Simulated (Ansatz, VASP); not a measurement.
## Two plane-wave programs on SiO2

```
Si O
1.0
     0.01698    2.26417    2.26417
     2.26417    0.01698    2.26417
     2.28115    2.28115    0.00000
Si O
1 2
Cartesian
  0.0000 0.0000 0.0000
  1.1406 1.1406 1.1346
  3.4217 3.4217 3.3938
```

Change from the starting cell: shear_xy strain +1.5%.

Alike in both runs: task single point; functional PBE; k mesh 10 × 10 × 10; occupations fermi-dirac, width 0.02 eV; no spin polarisation.

```csv
,VASP,Ansatz
version,VASP 6.6.1,Ansatz 0.2.0
potentials or method,"VASP PAW PBE potentials, release 64 (Si, O)","plane waves, PAW"
plane-wave cutoff (eV),520,420
valence electrons in the cell,16,16
```

|  | VASP | Ansatz | Ansatz less VASP |
| --- | --- | --- | --- |
| gap on the k mesh at the Fermi level (eV) | 2.06 | 2.09 | +0.029 |
| pressure (GPa) | 10.4 | 10.0 | -0.38 |
| traceless stress, the component that is largest in VASP (GPa) | 1.58 | 1.62 | +0.043 |
| rms of the force components (eV/Å) | 0.006 | 0.006 | -0.0006 |

Atom by atom the forces differ by 0.001 eV/Å (rms over components). The functional is the same, so the differences come from potentials, cutoffs and numerics.
